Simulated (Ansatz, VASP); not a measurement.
**Ag3SnSe in VASP and in Ansatz**

```
Ag Sn Se
1.0
     5.60367    0.00000    0.00000
    -2.80184    4.85292    0.00000
     0.00000    0.00000    5.77122
Ag Sn Se
3 1 1
Direct
  0.50000 0.00000 0.50000
  0.00000 0.50000 0.50000
  0.50000 0.50000 0.50000
  0.00000 0.00000 0.00000
  0.00000 0.00000 0.50000
```

Alike in both runs: functional PBE; k mesh 12 × 12 × 8; occupations gaussian, width 0.1 eV; no spin polarisation.

Ansatz relaxed the structure, and its values are those at the end. VASP's run is a single point on that final structure, the one shown.

|  | VASP | Ansatz |
| --- | --- | --- |
| version | VASP 6.6.1 | Ansatz 0.2.0 |
| potentials or method | VASP PAW PBE potentials, release 64 (Ag, Sn_d, Se), cutoff 520 eV | scalar-relativistic, plane waves, PAW |
| valence electrons in the cell | 53 | 87 |

```csv
,VASP,Ansatz,Ansatz less VASP
gap on the k mesh at the Fermi level (eV),none,none,-
pressure (GPa),0.0,0.0,+0.04
```

A gap of «none» marks a metal or a gap that the smearing closes. The functional is the same, so the differences come from potentials, cutoffs and numerics. VASP's potentials hold 53 valence electrons a cell and Ansatz's 87, so a difference there can come from the potentials and not from the codes.
